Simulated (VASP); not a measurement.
A run of VASP 6.6.1:

Contents of INCAR:

```
SYSTEM = InGaPb3
PREC = Accurate
ENCUT = 520
EDIFF = 1E-7
ISMEAR = 0
SIGMA = 0.1
LREAL = .False.
LASPH = .True.
NELM = 60
ALGO = Fast
ISIF = 2
LWAVE = .False.
LCHARG = .True.
GGA = PE
LELF = .True.
LVHAR = .True.
NBANDS = 42
```

File KPOINTS:

```
regular mesh
0
Gamma
  4 4 4
  0 0 0
```

Contents of POSCAR:

```
InGaPb3
1.0
    5.8497809331      0.0000000000      0.0000000000
    0.0000000000      5.8497809331      0.0000000000
    0.0000000000      0.0000000000      5.8497809331
In Ga Pb
1 1 3
Direct
    0.5000000000      0.5000000000      0.5000000000
    0.0000000000      0.0000000000      0.0000000000
    0.0000000000      0.5000000000      0.5000000000
    0.5000000000      0.0000000000      0.5000000000
    0.5000000000      0.5000000000      0.0000000000
```

Potentials or basis: VASP PAW PBE potentials, release 64 (In_d, Ga_d, Pb_d).

Command:

```console
$ cat potpaw_PBE.64/In_d/POTCAR potpaw_PBE.64/Ga_d/POTCAR potpaw_PBE.64/Pb_d/POTCAR > POTCAR
$ mpirun -np 1 vasp_std > vasp.out
```

Hardware: 1 thread of Intel(R) Xeon(R) Platinum 8488C (Sapphire Rapids), with other jobs on the host.

How long does it take, and how much memory?

It took 2.3 min on 1 thread of Intel(R) Xeon(R) Platinum 8488C (Sapphire Rapids) (shared host), peak memory 0.37 GiB. Counts: scf iterations 20, k points 10.
